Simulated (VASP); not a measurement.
Write the native input for VASP 6.6.1 that does the following.

| Quantity | Value |
| --- | --- |
| Task | single point |
| Functional | LDA |
| Potentials or basis | VASP PAW LDA potentials, release 64 (Si, O) |
| Cutoff | 520 eV |
| k mesh | 6 × 6 × 6 |
| Occupations | gaussian, width 0.01 eV |
| Spin | no spin polarisation |
| Dipole correction | no |
| Further INCAR settings | ALGO = Normal; EDIFF = 1e-06; NBANDS = 25 |

The structure of SiO2 lies in POSCAR:

```
SiO2
1.0
   -2.3310712953      2.3310712953      3.6762203532
    2.3310712953     -2.3310712953      3.6762203532
    2.3310712953      2.3310712953     -3.6762203532
Si O
2 4
Direct
    0.0000000000      0.0000000000      0.0000000000
    0.7500000000      0.2500000000      0.5000000000
    0.9983800000      0.6250000000      0.8733800000
    0.3750000000      0.2483800000      0.3733800000
    0.7516200000      0.1250000000      0.1266200000
    0.8750000000      0.0016200000      0.6266200000
```

These files were run (other wordings do the same):

INCAR

```
SYSTEM = SiO2
PREC = Accurate
ENCUT = 520
EDIFF = 1E-6
ISMEAR = 0
SIGMA = 0.01
LREAL = .FALSE.
LASPH = .TRUE.
NELM = 100
ALGO = Normal
ISIF = 2
LWAVE = .FALSE.
LCHARG = .FALSE.
NBANDS = 25
```

KPOINTS

```
regular mesh
0
G
  6 6 6
  0 0 0
```

Potentials or basis: VASP PAW LDA potentials, release 64 (Si, O).

Launch:

```sh
$ cat potpaw_LDA.64/Si/POTCAR potpaw_LDA.64/O/POTCAR > POTCAR
$ mpirun -np 1 vasp_std > vasp.out
```

Results of the run:

* Pressure: 7.8 GPa
* Largest force: 0.500 eV/Å
* Band gap on the k mesh: 6.15 eV, direct

Run time: 24 s on 1 thread of Intel(R) Xeon(R) 6975P-C (Granite Rapids), on a shared host, peak memory 0.21 GiB.
